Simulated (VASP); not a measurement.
Set up this calculation in VASP 6.6.1, as the native input.

- Task: single point
- Functional: PBEsol
- Potentials or basis: VASP PAW PBE potentials, release 64 (Sr_sv)
- Cutoff: 520 eV
- k mesh: 16 × 16 × 16
- Occupations: gaussian, width 0.15 eV
- Spin: no spin polarisation
- Dipole correction: no
- Further INCAR settings: ALGO = Fast; EDIFF = 1e-07; NBANDS = 11

The structure of Sr lies in POSCAR:

```
Sr
1.0
   -2.6879925876      2.4319932935      2.4319932935
    2.4319932935     -2.6879925876      2.4319932935
    2.4319932935      2.4319932935     -2.6879925876
Sr
1
Direct
    0.0000000000      0.0000000000      0.0000000000
```

This cell differs from its parent crystal: ratio of the length along [111] to the lengths across it x 0.85, volume and fractional coordinates fixed.

The input as run:

INCAR

```
SYSTEM = Sr
PREC = Accurate
ENCUT = 520
EDIFF = 1E-7
ISMEAR = 0
SIGMA = 0.15
LREAL = .FALSE.
LASPH = .TRUE.
NELM = 100
ALGO = Fast
ISIF = 2
LWAVE = .FALSE.
LCHARG = .FALSE.
GGA = PS
NBANDS = 11
```

KPOINTS

```
Automatic mesh
0
G
  16 16 16
  0 0 0
```

Potentials or basis: VASP PAW PBE potentials, release 64 (Sr_sv).

Command:

```sh
$ cat potpaw_PBE.64/Sr_sv/POTCAR > POTCAR
$ mpirun -np 1 vasp_std > vasp.out
```

Results of the run:

```
Pressure               : -0.8 GPa
Band gap on the k mesh : zero (bands 5 and 6 overlap by 0.37 eV)
```

Caveat: the PAW data sets were made with another functional, which shifts forces and pressure a little.

Wall time 2.4 min on 1 thread of AMD EPYC 9R45 96-Core Processor (Zen 5) (shared host), peak memory 0.35 GiB.
